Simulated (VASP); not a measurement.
# CaF2 (Fluorite) (Fm-3m) in VASP: single point with PBE

Aim: the single point of CaF2 (Fluorite) with PBE.

Program: VASP 6.6.1. These are calculated values, not measurements. Logs are shortened: lines on timing, memory, paths and dates and some standing lists are left out, and cuts for length are marked.

## Step 1: The cell of the first run

The structure is cubic, space group Fm-3m (No. 225). The conventional cell has a = 5.462 Å, b = 5.462 Å, c = 5.462 Å, α = 90.00°, β = 90.00°, γ = 90.00°. Ca (site symmetry m-3m) has 8 F at 2.37 Å within 3.1 Å. Within 3.1 Å of F (site symmetry -43m) lie 4 Ca at 2.37 Å and 6 F at 2.73 Å.

## Step 2: Single point, PBE

INCAR

```
ALGO = Normal
EDIFF = 1E-6
ENCUT = 600
GGA = PE
GGA_COMPAT = F
ISIF = 2
ISMEAR = 0
LASPH = T
LCHARG = F
LREAL = F
LWAVE = F
NBANDS = 19
NELM = 120
PREC = Accurate
SIGMA = 0.01
```

KPOINTS

```
k-points
0
Gamma
  5 5 5
```

POSCAR

```
CaF2
1.0
    0.0000000000      2.7310000000      2.7310000000
    2.7310000000      0.0000000000      2.7310000000
    2.7310000000      2.7310000000      0.0000000000
Ca F
1 2
Direct
    0.0000000000      0.0000000000      0.0000000000
    0.2500000000      0.2500000000      0.2500000000
    0.7500000000      0.7500000000      0.7500000000
```

Potentials or basis: VASP PAW PBE potentials, release 64 (Ca_sv, F).

Started as:

```
$ cat potpaw_PBE.64/Ca_sv/POTCAR potpaw_PBE.64/F/POTCAR > POTCAR
$ mpirun -np 1 vasp_std > vasp.out
```

OUTCAR:

```text
EDIFF = 1E-6
   ENCUT = 600
   GGA = PE
   ISIF = 2
   ISMEAR = 0
   LASPH = T
   LREAL = F
   NELM = 120
   PREC = Accurate

 ion  position               nearest neighbor table
   1  0.000  0.000  0.000-   3 2.37   3 2.37   3 2.37   2 2.37   3 2.37   2 2.37   2 2.37   2 2.37

   2  0.250  0.250  0.250-   1 2.37   1 2.37   1 2.37   1 2.37
   3  0.750  0.750  0.750-   1 2.37   1 2.37   1 2.37   1 2.37

  LATTYP: Found a face centered cubic cell.
 ALAT       =     5.4620000000

  Lattice vectors:

 A1 = (   0.0000000000,   2.7310000000,   2.7310000000)
 A2 = (   2.7310000000,   0.0000000000,   2.7310000000)
 A3 = (   2.7310000000,   2.7310000000,   0.0000000000)

Analysis of symmetry for initial positions (statically):
=====================================================================
 Subroutine PRICEL returns:
 Original cell was already a primitive cell.

 Routine SETGRP: Setting up the symmetry group for a
 face centered cubic supercell.

 Subroutine GETGRP returns: Found 48 space group operations
[... 9 lines left out ...]

 Routine SETGRP: Setting up the symmetry group for a
 face centered cubic supercell.

 Subroutine GETGRP returns: Found 48 space group operations
[... 11 lines left out ...]
                                     Primitive cell

  volume of cell :      40.7376

  direct lattice vectors                    reciprocal lattice vectors
     0.000000000  2.731000000  2.731000000    -0.183083120  0.183083120  0.183083120
     2.731000000  0.000000000  2.731000000     0.183083120 -0.183083120  0.183083120
     2.731000000  2.731000000  0.000000000     0.183083120  0.183083120 -0.183083120

  length of vectors
     3.862217239  3.862217239  3.862217239     0.317109265  0.317109265  0.317109265

  position of ions in fractional coordinates (direct lattice)
     0.000000000  0.000000000  0.000000000
     0.250000000  0.250000000  0.250000000
     0.750000000  0.750000000  0.750000000

  ion indices of the primitive-cell ions
   primitive index   ion index
                 1           1
                 2           2
                 3           3

----------------------------------------------------------------------------------------

 KPOINTS: k-points

Automatic generation of k-mesh.
 Grid dimensions read from file:
 generate k-points for:    5    5    5
[... 42 lines left out ...]
   ICHARG =      2    charge: 1-file 2-atom 10-const
   ISPIN  =      1    spin polarized calculation?
   LNONCOLLINEAR =      F non collinear calculations
   LSORBIT =      F    spin-orbit coupling
   LASPH  =      T    aspherical Exc in radial PAW
   ENCUT  =  600.0 eV  44.10 Ry    6.64 a.u.   7.71  7.71  7.71*2*pi/ulx,y,z
   NELM   =    120;   NELMIN=  2; NELMDL= -5     # of ELM steps
   EDIFF  = 0.1E-05   stopping-criterion for ELM
   LREAL  =      F    real-space projection
   EDIFFG = 0.1E-04   stopping-criterion for IOM
   NSW    =      0    number of steps for IOM
   IBRION =     -1    ionic relax: 0-MD 1-quasi-New 2-CG
   NFREE  =      0    steps in history (QN), initial steepest desc. (CG)
   ISIF   =      2    stress and relaxation
   ISYM   =      2    0-nonsym 1-usesym 2-fastsym
   POTIM  = 0.5000    time-step for ionic-motion
   TEBEG  =    0.0;   TEEND  =   0.0 temperature during run
   PSTRESS=    0.0 pullay stress
   NELECT =      24.0000    total number of electrons
   NUPDOWN=      -1.0000    fix difference up-down
   EMIN   =  10.00;   EMAX   =-10.00  energy-range for DOS
   EFERMI =   0.00;   METHOD = LEGACY
   ISMEAR =     0;   SIGMA  =   0.01  broadening in eV -4-tet -1-fermi 0-gaus
   EFERMI_NEDOS =   21; number of points for ismear=-14 and -15
   IALGO  =     38    algorithm
   IMIX   =      4    mixing-type and parameters
     AMIX     =   0.40;   BMIX     =  1.00
     AMIX_MAG =   1.60;   BMIX_MAG =  1.00
  volume/ion in A,a.u.               =      13.58        91.64
  Fermi-wavevector in a.u.,A,eV,Ry     =   1.372398  2.593457 25.626266  1.883477
  Thomas-Fermi vector in A             =   2.498009
   LORBIT       =      0    0 simple, 1 ext, 2 COOP (PROOUT), +10 PAW based schemes
   GGA     = PE    functional components
   LHFCALC =     F    Hartree Fock is set to
   AEXX    =    0.0000 exact exchange contribution
   IVDW    =     0    specifies the selected vdW correction
   LEPSILON=     F    determine dielectric tensor
   LRPA    =     F    only Hartree local field effects (RPA)
 non-spin polarized calculation
 Gauss-broadening in eV      SIGMA  =   0.01
  energy-cutoff  :      600.00
  volume of cell :       40.74
 maximum number of plane-waves:      1369
   NGX = 15   NGY = 15   NGZ = 15

 number of electron      23.9999989 magnetization

 Free energy of the ion-electron system (eV)
  ---------------------------------------------------
  ext. energy  EPLUGINS =         0.00000000
  ---------------------------------------------------
  free energy    TOTEN  =       -17.33331269 eV

  energy without entropy =      -17.33331269  energy(sigma->0) =      -17.33331269

 E-fermi :  -0.9425     XC(G=0):  -9.6314

 val. band max:       -1.0340787499   @ k =  -0.4000   0.4000   0.0000
 cond. band min:       6.3083496742   @ k =   0.0000   0.0000   0.0000
 fundamental gap:      7.3424284241
 Fermi energy:        -0.9425189580

 k-point     1 :       0.0000    0.0000    0.0000
  band No.  band energies     occupation
      1     -36.9954      2.00000
      2     -20.9068      2.00000
      3     -20.1352      2.00000
      4     -17.9347      2.00000
      5     -17.9347      2.00000
      6     -17.9347      2.00000
[... 197 lines left out ...]
      6     -17.5180      2.00000
[... 11 lines left out ...]
     18      12.1223      0.00000
     19      14.2961      0.00000

------------------------ aborting loop because EDIFF is reached ----------------------------------------

  FORCE on cell =-STRESS in cart. coord.  units (eV):
  Direction    XX          YY          ZZ          XY          YZ          ZX
  --------------------------------------------------------------------------------------
  -------------------------------------------------------------------------------------
  Total        0.6250380      0.6250380      0.6250380      0.0000000      0.0000000      0.0000000
  in kB       24.5822666     24.5822666     24.5822666      0.0000000      0.0000000      0.0000000
  external PRESSURE =      24.5822666 kB  Pullay stress =       0.0000000 kB

 VOLUME and BASIS-vectors are now :
 -----------------------------------------------------------------------------
  energy-cutoff  :      600.00
  volume of cell :       40.74
      direct lattice vectors                 reciprocal lattice vectors
     0.000000000  2.731000000  2.731000000    -0.183083120  0.183083120  0.183083120
     2.731000000  0.000000000  2.731000000     0.183083120 -0.183083120  0.183083120
     2.731000000  2.731000000  0.000000000     0.183083120  0.183083120 -0.183083120

 POSITION                                       TOTAL-FORCE (eV/Angst)
 -----------------------------------------------------------------------------------
      0.00000      0.00000      0.00000         0.000000     -0.000000     -0.000000
      1.36550      1.36550      1.36550        -0.000000     -0.000000     -0.000000
      4.09650      4.09650      4.09650         0.000000      0.000000      0.000000
 -----------------------------------------------------------------------------------
    total drift:                                0.000000     -0.000000      0.000000

  FREE ENERGIE OF THE ION-ELECTRON SYSTEM (eV)
  ---------------------------------------------------
  free  energy   TOTEN  =       -17.3333126917 eV

  energy  without entropy=      -17.3333126917  energy(sigma->0) =      -17.33331269
```

OSZICAR:

```text
N       E                     dE             d eps       ncg     rms          rms(c)
DAV:   1     0.224979558917E+03    0.22498E+03   -0.14697E+04   380   0.143E+03
DAV:   2    -0.673669618984E+01   -0.23172E+03   -0.22514E+03   453   0.362E+02
DAV:   3    -0.182811437520E+02   -0.11544E+02   -0.11487E+02   424   0.860E+01
DAV:   4    -0.186312321606E+02   -0.35009E+00   -0.34927E+00   572   0.119E+01
DAV:   5    -0.186339943138E+02   -0.27622E-02   -0.27619E-02   429   0.118E+00    0.800E+00
DAV:   6    -0.173107114884E+02    0.13233E+01   -0.55091E+00   410   0.161E+01    0.301E+00
DAV:   7    -0.173107459745E+02   -0.34486E-04   -0.13216E-01   453   0.344E+00    0.172E+00
DAV:   8    -0.173301812329E+02   -0.19435E-01   -0.41557E-02   409   0.222E+00    0.234E-01
DAV:   9    -0.173324799736E+02   -0.22987E-02   -0.86923E-03   463   0.697E-01    0.137E-01
DAV:  10    -0.173332877667E+02   -0.80779E-03   -0.17769E-03   395   0.335E-01    0.195E-02
DAV:  11    -0.173333111883E+02   -0.23422E-04   -0.95338E-05   462   0.818E-02    0.160E-02
DAV:  12    -0.173333126467E+02   -0.14584E-05   -0.19343E-05   450   0.448E-02    0.321E-03
DAV:  13    -0.173333126917E+02   -0.44967E-07   -0.58459E-06   446   0.201E-02
   1 F= -.17333313E+02 E0= -.17333313E+02  d E =-.211807E-39
```

It took 17 s on 1 thread of Intel Xeon 8259CL, shared host; peak memory 0.17 GiB.

What came out:

```yaml
Free_energy: -17.3333 eV
Pressure: 2.5 GPa
Band_gap_on_the_k_mesh: 7.34 eV, indirect (least direct gap 7.54 eV)
```

A k mesh can miss the band edges. A hybrid or GW would open this gap; PBE tends to underestimate it.
